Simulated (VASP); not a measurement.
# Te2Mo (fluorite type) (Fm-3m) in VASP: a series of runs

Te2Mo (fluorite type) is run at these levels: PBE; tasks: single point, relaxation of cell and atoms.

All numbers are computed with VASP 6.6.1; they aren't measurements. Logs are shortened: lines on timing, memory, paths and dates and some standing lists are left out, and cuts for length are marked.

## (1) The cell of the first run

The structure is cubic, space group Fm-3m (No. 225). The conventional cell has a = 6.656 Å, b = 6.656 Å, c = 6.656 Å, α = 90.00°, β = 90.00°, γ = 90.00°. Within 3.8 Å of Mo (site symmetry m-3m) lie 8 Te at 2.88 Å. Within 3.8 Å of Te (site symmetry -43m) lie 4 Mo at 2.88 Å and 6 Te at 3.33 Å.

## (2) Single point, PBE

Input file INCAR:

```
  PREC = Accurate
  ENCUT = 520
  EDIFF = 1E-6
  ISMEAR = -1
  SIGMA = 0.05
  LREAL = False
  LASPH = True
  NELM = 80
  ALGO = Normal
  ISIF = 2
  LWAVE = False
  LCHARG = True
  GGA = PE
  LELF = True
  LVHAR = True
  NBANDS = 20
```

Input file KPOINTS:

```
regular mesh
0
Gamma
  11 11 11
```

Input file POSCAR:

```
Te2Mo
1.0
    0.0000000000      3.3280778622      3.3280778622
    3.3280778622      0.0000000000      3.3280778622
    3.3280778622      3.3280778622      0.0000000000
Mo Te
1 2
Direct
    0.0000000000      0.0000000000      0.0000000000
    0.2500000000      0.2500000000      0.2500000000
    0.7500000000      0.7500000000      0.7500000000
```

Potentials or basis: VASP PAW PBE potentials, release 64 (Mo_sv, Te).

Started as:

```sh
$ cat potpaw_PBE.64/Mo_sv/POTCAR potpaw_PBE.64/Te/POTCAR > POTCAR
$ mpirun -np 1 vasp_std > vasp.out
```

OUTCAR:

```text
PREC = Accurate
   ENCUT = 520
   EDIFF = 1E-6
   ISMEAR = -1
   LREAL = False
   LASPH = True
   NELM = 80
   ISIF = 2
   GGA = PE

 ion  position               nearest neighbor table
   1  0.000  0.000  0.000-   3 2.88   3 2.88   3 2.88   2 2.88   3 2.88   2 2.88   2 2.88   2 2.88

   2  0.250  0.250  0.250-   1 2.88   1 2.88   1 2.88   1 2.88   3 3.33   3 3.33   3 3.33   3 3.33
                             3 3.33   3 3.33
   3  0.750  0.750  0.750-   1 2.88   1 2.88   1 2.88   1 2.88   2 3.33   2 3.33   2 3.33   2 3.33
                             2 3.33   2 3.33

  LATTYP: Found a face centered cubic cell.
 ALAT       =     6.6561557244

  Lattice vectors:

 A1 = (   0.0000000000,   3.3280778622,   3.3280778622)
 A2 = (   3.3280778622,   0.0000000000,   3.3280778622)
 A3 = (   3.3280778622,   3.3280778622,   0.0000000000)

Analysis of symmetry for initial positions (statically):
=====================================================================
 Subroutine PRICEL returns:
 Original cell was already a primitive cell.

 Routine SETGRP: Setting up the symmetry group for a
 face centered cubic supercell.

 Subroutine GETGRP returns: Found 48 space group operations
 (whereof 48 operations were pure point group operations)
 out of a pool of 48 trial point group operations.

The static configuration has the point symmetry O_h .

Analysis of symmetry for dynamics (positions and initial velocities):
=====================================================================
 Subroutine PRICEL returns:
 Original cell was already a primitive cell.

 Routine SETGRP: Setting up the symmetry group for a
 face centered cubic supercell.

 Subroutine GETGRP returns: Found 48 space group operations
 (whereof 48 operations were pure point group operations)
 out of a pool of 48 trial point group operations.

The dynamic configuration has the point symmetry O_h .

 Subroutine INISYM returns: Found 48 space group operations
 (whereof 48 operations are pure point group operations),
 and found     1 'primitive' translations

----------------------------------------------------------------------------------------

                                     Primitive cell

  volume of cell :      73.7243

  direct lattice vectors                    reciprocal lattice vectors
     0.000000000  3.328077862  3.328077862    -0.150236870  0.150236870  0.150236870
     3.328077862  0.000000000  3.328077862     0.150236870 -0.150236870  0.150236870
     3.328077862  3.328077862  0.000000000     0.150236870  0.150236870 -0.150236870

  length of vectors
     4.706612849  4.706612849  4.706612849     0.260217891  0.260217891  0.260217891

  position of ions in fractional coordinates (direct lattice)
     0.000000000  0.000000000  0.000000000
     0.250000000  0.250000000  0.250000000
     0.750000000  0.750000000  0.750000000

  ion indices of the primitive-cell ions
   primitive index   ion index
                 1           1
                 2           2
                 3           3

----------------------------------------------------------------------------------------

 KPOINTS: regular mesh

Automatic generation of k-mesh.
 Grid dimensions read from file:
 generate k-points for:   11   11   11

 Generating k-lattice:

  Cartesian coordinates                     Fractional coordinates (reciprocal lattice)
    -0.013657897  0.013657897  0.013657897     0.090909091  0.000000000  0.000000000
     0.013657897 -0.013657897  0.013657897     0.000000000  0.090909091  0.000000000
     0.013657897  0.013657897 -0.013657897     0.000000000  0.000000000  0.090909091

  Length of vectors
     0.023656172  0.023656172  0.023656172

  Shift w.r.t. Gamma in fractional coordinates (k-lattice)
     0.000000000  0.000000000  0.000000000

 Subroutine IBZKPT returns following result:
 ===========================================

 Found     56 irreducible k-points:

 Following reciprocal coordinates:
            Coordinates               Weight
  0.000000  0.000000  0.000000      1.000000
  0.090909  0.000000  0.000000      8.000000
  0.181818  0.000000  0.000000      8.000000
  0.272727  0.000000  0.000000      8.000000
  0.363636  0.000000  0.000000      8.000000
  0.454545  0.000000  0.000000      8.000000
[... 16 lines left out ...]
 -0.272727  0.181818  0.000000     24.000000
 -0.181818  0.181818  0.000000     12.000000
 [... further k-points ...]
   k-points           NKPTS =     56   k-points in BZ     NKDIM =     56   number of bands    NBANDS=     20
   number of dos      NEDOS =    301   number of ions     NIONS =      3
   total plane-waves  NPLWV =  46656
   dimension x,y,z NGX =    36 NGY =   36 NGZ =   36
   dimension x,y,z NGXF=    72 NGYF=   72 NGZF=   72
   ions per type =               1   2
   NGX,Y,Z   is equivalent  to a cutoff of  12.72, 12.72, 12.72 a.u.
   NGXF,Y,Z  is equivalent  to a cutoff of  25.43, 25.43, 25.43 a.u.
 SYSTEM =  unknown system
   PREC   = accura    normal or accurate (medium, high low for compatibility)
   ISTART =      0    job   : 0-new  1-cont  2-samecut
   ICHARG =      2    charge: 1-file 2-atom 10-const
   ISPIN  =      1    spin polarized calculation?
   LNONCOLLINEAR =      F non collinear calculations
   LSORBIT =      F    spin-orbit coupling
   LASPH  =      T    aspherical Exc in radial PAW
   ENCUT  =  520.0 eV  38.22 Ry    6.18 a.u.   8.75  8.75  8.75*2*pi/ulx,y,z
   NELM   =     80;   NELMIN=  2; NELMDL= -5     # of ELM steps
   EDIFF  = 0.1E-05   stopping-criterion for ELM
   LREAL  =      F    real-space projection
   EDIFFG = 0.1E-04   stopping-criterion for IOM
   NSW    =      0    number of steps for IOM
   IBRION =     -1    ionic relax: 0-MD 1-quasi-New 2-CG
   NFREE  =      0    steps in history (QN), initial steepest desc. (CG)
   ISIF   =      2    stress and relaxation
   ISYM   =      2    0-nonsym 1-usesym 2-fastsym
   POTIM  = 0.5000    time-step for ionic-motion
   TEBEG  =    0.0;   TEEND  =   0.0 temperature during run
   PSTRESS=    0.0 pullay stress
   NELECT =      26.0000    total number of electrons
   NUPDOWN=      -1.0000    fix difference up-down
   EMIN   =  10.00;   EMAX   =-10.00  energy-range for DOS
   EFERMI =   0.00;   METHOD = LEGACY
   ISMEAR =    -1;   SIGMA  =   0.05  broadening in eV -4-tet -1-fermi 0-gaus
   EFERMI_NEDOS =   21; number of points for ismear=-14 and -15
   IALGO  =     38    algorithm
   IMIX   =      4    mixing-type and parameters
     AMIX     =   0.40;   BMIX     =  1.00
     AMIX_MAG =   1.60;   BMIX_MAG =  1.00
  volume/ion in A,a.u.               =      24.57       165.84
  Fermi-wavevector in a.u.,A,eV,Ry     =   1.156634  2.185721 18.201891  1.337801
  Thomas-Fermi vector in A             =   2.293252
   LORBIT       =      0    0 simple, 1 ext, 2 COOP (PROOUT), +10 PAW based schemes
   GGA     = PE    functional components
   LHFCALC =     F    Hartree Fock is set to
   AEXX    =    0.0000 exact exchange contribution
   IVDW    =     0    specifies the selected vdW correction
   LEPSILON=     F    determine dielectric tensor
   LRPA    =     F    only Hartree local field effects (RPA)
 non-spin polarized calculation
  energy-cutoff  :      520.00
  volume of cell :       73.72
 maximum number of plane-waves:      2004
   NGX = 17   NGY = 17   NGZ = 17

 number of electron      26.0000002 magnetization

 Free energy of the ion-electron system (eV)
  ---------------------------------------------------
  ext. energy  EPLUGINS =         0.00000000
  ---------------------------------------------------
  free energy    TOTEN  =       -16.49225177 eV

  energy without entropy =      -16.45637007  energy(sigma->0) =      -16.47431092

 E-fermi :   8.6712     XC(G=0): -10.5499

 val. band max:        8.6580710174   @ k =  -0.3636   0.2727   0.0000
 cond. band min:       8.6965052025   @ k =  -0.3636   0.3636   0.0000
 fundamental gap:      0.0384341851
 Fermi energy:         8.6711735562

 k-point     1 :       0.0000    0.0000    0.0000
  band No.  band energies     occupation
      1     -51.8656      2.00000
      2     -25.9837      2.00000
      3     -25.9837      2.00000
      4     -25.9837      2.00000
      5      -4.9241      2.00000
      6      -0.3997      2.00000
[... 12 lines left out ...]
     19      12.1699      0.00000
     20      12.1699      0.00000

 k-point     2 :       0.0909    0.0000    0.0000
  band No.  band energies     occupation
      1     -51.8655      2.00000
      2     -25.9845      2.00000
      3     -25.9838      2.00000
      4     -25.9838      2.00000
      5      -4.8524      2.00000
      6      -0.5889      2.00000
[... 12 lines left out ...]
     19      12.6463      0.00000
     20      12.9736      0.00000

 k-point     3 :       0.1818    0.0000    0.0000
  band No.  band energies     occupation
      1     -51.8655      2.00000
      2     -25.9868      2.00000
      3     -25.9842      2.00000
      4     -25.9842      2.00000
      5      -4.6421      2.00000
      6      -1.0463      2.00000
[... 12 lines left out ...]
     19      13.3427      0.00000
     20      13.5364      0.00000

 k-point     4 :       0.2727    0.0000    0.0000
  band No.  band energies     occupation
      1     -51.8654      2.00000
      2     -25.9897      2.00000
      3     -25.9846      2.00000
      4     -25.9846      2.00000
      5      -4.3082      2.00000
      6      -1.6090      2.00000
[... 12 lines left out ...]
     19      14.1534      0.00000
     20      14.1534      0.00000

 k-point     5 :       0.3636    0.0000    0.0000
  band No.  band energies     occupation
      1     -51.8653      2.00000
      2     -25.9924      2.00000
      3     -25.9850      2.00000
      4     -25.9850      2.00000
      5      -3.8760      2.00000
      6      -2.1911      2.00000
[... 12 lines left out ...]
     19      15.0240      0.00000
     20      15.0240      0.00000
[... 353 lines left out ...]
      6      -2.8288      2.00000
[... 12 lines left out ...]
     19      15.1226      0.00000
     20      16.2757      0.00000

 k-point    22 :      -0.3636    0.1818    0.0000
  band No.  band energies     occupation
      1     -51.8652      2.00000
      2     -25.9927      2.00000
      3     -25.9876      2.00000
      4     -25.9855      2.00000
      5      -3.3813      2.00000
      6      -2.5817      2.00000
[... 12 lines left out ...]
     19      15.0322      0.00000
     20      15.4697      0.00000

 k-point    23 :      -0.2727    0.1818    0.0000
  band No.  band energies     occupation
      1     -51.8653      2.00000
      2     -25.9913      2.00000
      3     -25.9872      2.00000
      4     -25.9851      2.00000
      5      -3.8236      2.00000
      6      -2.1266      2.00000
[... 12 lines left out ...]
     19      14.5695      0.00000
     20      15.6376      0.00000

 k-point    24 :      -0.1818    0.1818    0.0000
  band No.  band energies     occupation
      1     -51.8653      2.00000
      2     -25.9895      2.00000
      3     -25.9862      2.00000
      4     -25.9846      2.00000
      5      -4.2033      2.00000
      6      -1.6911      2.00000
[... 12 lines left out ...]
     19      13.7431      0.00000
     20      15.6396      0.00000

 [... further k-points ...]
[... 5 lines left out ...]
  --------------------------------------------------------------------------------------
  -------------------------------------------------------------------------------------
  Total       -0.0181876     -0.0181876     -0.0181876      0.0000000      0.0000000     -0.0000000
  in kB       -0.3952526     -0.3952526     -0.3952526      0.0000000      0.0000000     -0.0000000
  external PRESSURE =      -0.3952526 kB  Pullay stress =       0.0000000 kB

 VOLUME and BASIS-vectors are now :
 -----------------------------------------------------------------------------
  energy-cutoff  :      520.00
  volume of cell :       73.72
      direct lattice vectors                 reciprocal lattice vectors
     0.000000000  3.328077862  3.328077862    -0.150236870  0.150236870  0.150236870
     3.328077862  0.000000000  3.328077862     0.150236870 -0.150236870  0.150236870
     3.328077862  3.328077862  0.000000000     0.150236870  0.150236870 -0.150236870

 POSITION                                       TOTAL-FORCE (eV/Angst)
 -----------------------------------------------------------------------------------
      0.00000      0.00000      0.00000        -0.000000      0.000000     -0.000000
      1.66404      1.66404      1.66404        -0.000000     -0.000000      0.000000
      4.99212      4.99212      4.99212         0.000000     -0.000000     -0.000000
 -----------------------------------------------------------------------------------
    total drift:                               -0.000000      0.000000      0.000000

  FREE ENERGIE OF THE ION-ELECTRON SYSTEM (eV)
  ---------------------------------------------------
  free  energy   TOTEN  =       -16.4922517723 eV

  energy  without entropy=      -16.4563700689  energy(sigma->0) =      -16.47431092
```

It took 60 s on 1 thread of Intel Xeon Platinum 8488C (Sapphire Rapids), shared host; peak memory 0.25 GiB.

What came out:

```yaml
Free_energy: -16.4923 eV
Pressure: 0.0 GPa
Band_gap_on_the_k_mesh: zero (band 13 reaches 9.12 eV, above the bottom of band 14 at 8.28 eV)
```

Levels at points of the mesh, in eV from the Fermi level:
```csv
k point,band 10,band 11,band 12,band 13,band 14,band 15,band 16,band 17
"(0.00, 0.00, 0.00)",-0.69,-0.69,0.20,0.20,0.20,3.22,3.22,3.22
```

Caveat: spin-orbit coupling is left out, which moves the levels of the heavy elements.

## (3) Single point, PBE

Input file INCAR:

```
SYSTEM = Te2Mo
PREC = Accurate
ENCUT = 520
EDIFF = 1E-6
ISMEAR = -1
SIGMA = 0.05
LREAL = .False.
LASPH = .True.
NELM = 60
ALGO = Normal
ISIF = 2
LWAVE = .False.
LCHARG = .False.
GGA = PE
NBANDS = 20
```

Input file KPOINTS:

```
Automatic mesh
0
Gamma
  11 11 11
  0 0 0
```

POSCAR is that of step 2.

Potentials or basis: VASP PAW PBE potentials, release 64 (Mo_sv, Te).

Started as:

```sh
$ cat potpaw_PBE.64/Mo_sv/POTCAR potpaw_PBE.64/Te/POTCAR > POTCAR
$ mpirun -np 1 vasp_std > vasp.out
```

Run time: 61 s. Hardware: 1 thread of Intel Xeon Platinum 8488C (Sapphire Rapids), shared host; peak memory 0.24 GiB.

It converged, with:

```
Free energy            : -16.4923 eV
Pressure               : 0.0 GPa
Band gap on the k mesh : zero (band 13 reaches 9.12 eV, above the bottom of band 14 at 8.28 eV)
```

Levels at points of the mesh, in eV from the Fermi level:
| k point | band 9 | band 10 | band 11 | band 12 | band 13 | band 14 | band 15 | band 16 | band 17 | band 18 |
| --- | --- | --- | --- | --- | --- | --- | --- | --- | --- | --- |
| (0.00, 0.00, 0.00) | -4.89 | -0.69 | -0.69 | 0.20 | 0.20 | 0.20 | 3.22 | 3.22 | 3.22 | 3.50 |

Caveat: spin-orbit coupling is left out, which moves the levels of the heavy elements.

## (4) Relaxation of cell and atoms, PBE

This run uses another cell than the first one, of 22.20 Å³/atom, 0.903 times its volume.

Input file INCAR:

```
SYSTEM = Te2Mo
PREC = Accurate
ENCUT = 600
EDIFF = 1E-6
ISMEAR = -1
SIGMA = 0.05
LREAL = .FALSE.
LASPH = .TRUE.
NELM = 80
ALGO = Normal
ISIF = 3
LWAVE = .FALSE.
LCHARG = .FALSE.
GGA = PE
IBRION = 2
NSW = 100
EDIFFG = -0.005
```

Input file KPOINTS:

```
Automatic mesh
0
G
  11 11 11
  0 0 0
```

Input file POSCAR:

```
Te2Mo
1.0
    0.0000000000      3.2173620896      3.2173620896
    3.2173620896      0.0000000000      3.2173620896
    3.2173620896      3.2173620896      0.0000000000
Mo Te
1 2
Direct
    0.0000000000      0.0000000000      0.0000000000
    0.2500000000      0.2500000000      0.2500000000
    0.7500000000      0.7500000000      0.7500000000
```

Potentials or basis: VASP PAW PBE potentials, release 64 (Mo_sv, Te).

Started as:

```sh
$ cat potpaw_PBE.64/Mo_sv/POTCAR potpaw_PBE.64/Te/POTCAR > POTCAR
$ mpirun -np 1 vasp_std > vasp.out
```

OUTCAR:

```text
SYSTEM = Te2Mo
   PREC = Accurate
   ENCUT = 600
   EDIFF = 1E-6
   ISMEAR = -1
   LREAL = .FALSE.
   LASPH = .TRUE.
   NELM = 80
   ISIF = 3
   GGA = PE
   IBRION = 2
   NSW = 100
   EDIFFG = -0.005

 ion  position               nearest neighbor table
   1  0.000  0.000  0.000-   3 2.79   3 2.79   3 2.79   2 2.79   3 2.79   2 2.79   2 2.79   2 2.79

   2  0.250  0.250  0.250-   1 2.79   1 2.79   1 2.79   1 2.79   3 3.22   3 3.22   3 3.22   3 3.22
                             3 3.22   3 3.22
   3  0.750  0.750  0.750-   1 2.79   1 2.79   1 2.79   1 2.79   2 3.22   2 3.22   2 3.22   2 3.22
                             2 3.22   2 3.22

  LATTYP: Found a face centered cubic cell.
 ALAT       =     6.4347241792

  Lattice vectors:

 A1 = (   0.0000000000,   3.2173620896,   3.2173620896)
 A2 = (   3.2173620896,   0.0000000000,   3.2173620896)
 A3 = (   3.2173620896,   3.2173620896,   0.0000000000)

[... 167 lines left out ...]

 number of electron      26.0000001 magnetization

 Free energy of the ion-electron system (eV)
  ---------------------------------------------------
  ext. energy  EPLUGINS =         0.00000000
  ---------------------------------------------------
  free energy    TOTEN  =       -16.25874939 eV

  energy without entropy =      -16.22869601  energy(sigma->0) =      -16.24372270

 E-fermi :  10.0947     XC(G=0): -11.0395

 val. band max:       10.0837373457   @ k =   0.2727   0.0909   0.0000
 cond. band min:      10.0981934965   @ k =  -0.3636   0.3636   0.0909
 fundamental gap:      0.0144561508
 Fermi energy:        10.0946743068
[... 1079 lines left out ...]
--------------------------------------- Ionic step        4  -------------------------------------------

 number of electron      26.0000002 magnetization

 Free energy of the ion-electron system (eV)
  ---------------------------------------------------
  ext. energy  EPLUGINS =         0.00000000
  ---------------------------------------------------
  free energy    TOTEN  =       -16.49037008 eV

  energy without entropy =      -16.45451923  energy(sigma->0) =      -16.47244465

 E-fermi :   8.6761     XC(G=0): -10.5516

 val. band max:        8.6635358615   @ k =  -0.3636   0.2727   0.0000
 cond. band min:       8.7013320308   @ k =  -0.3636   0.3636   0.0000
 fundamental gap:      0.0377961693
 Fermi energy:         8.6761215620
[... 510 lines left out ...]
  FREE ENERGIE OF THE ION-ELECTRON SYSTEM (eV)
  ---------------------------------------------------
  free  energy   TOTEN  =       -16.4903700793 eV

  energy  without entropy=      -16.4545192290  energy(sigma->0) =      -16.47244465

 reached required accuracy - stopping structural energy minimisation
```

CONTCAR:

```text
Te2Mo
   1.00000000000000
     0.0000000000000000    3.3276644854507400    3.3276644854507400
     3.3276644854507400    0.0000000000000000    3.3276644854507400
     3.3276644854507400    3.3276644854507400    0.0000000000000000
  Mo              Te
     1     2
Direct
     0.0000000000000000    0.0000000000000000    0.0000000000000000
     0.2500000000000000    0.2500000000000000    0.2500000000000000
     0.7500000000000000    0.7500000000000000    0.7500000000000000

  0.00000000E+00  0.00000000E+00  0.00000000E+00
  0.00000000E+00  0.00000000E+00  0.00000000E+00
  0.00000000E+00  0.00000000E+00  0.00000000E+00
```

Run time: 2.9 min. Hardware: 1 thread of Intel Xeon Platinum 8488C (Sapphire Rapids), shared host; peak memory 0.27 GiB.

Results:

* Free energy: -16.4904 eV
* Relaxed volume: 24.57 Å³/atom
* Relaxed cell: a = 4.706 Å, b = 4.706 Å, c = 4.706 Å, α = 60.00°, β = 60.00°, γ = 60.00°
* Space group after relaxing (to 0.05 Å): Fm-3m (No. 225)
* Energy gained by relaxing: 77.2 meV/atom
* Ionic steps: 4
* Pressure after relaxing: 0.0 GPa
* Band gap on the k mesh: zero (band 13 reaches 9.12 eV, above the bottom of band 14 at 8.29 eV)

The path:
```
step  energy change (eV)  largest force (eV/Å)  pressure (GPa)  volume (Å³)
   1              0.0000                0.0000           11.52        66.61
   2              0.0451                0.0000           -8.29        83.21
   3             -0.2315                0.0000           -0.23        73.86
   4             -0.2316                0.0000           -0.03        73.70
```

Final structure:
```
Mo Te
1.0
     0.00000    3.32766    3.32766
     3.32766    0.00000    3.32766
     3.32766    3.32766    0.00000
Mo Te
1 2
Cartesian
  0.0000 0.0000 0.0000
  1.6638 1.6638 1.6638
  4.9915 4.9915 4.9915
```

Caveat: spin-orbit coupling is left out, which moves the levels of the heavy elements.
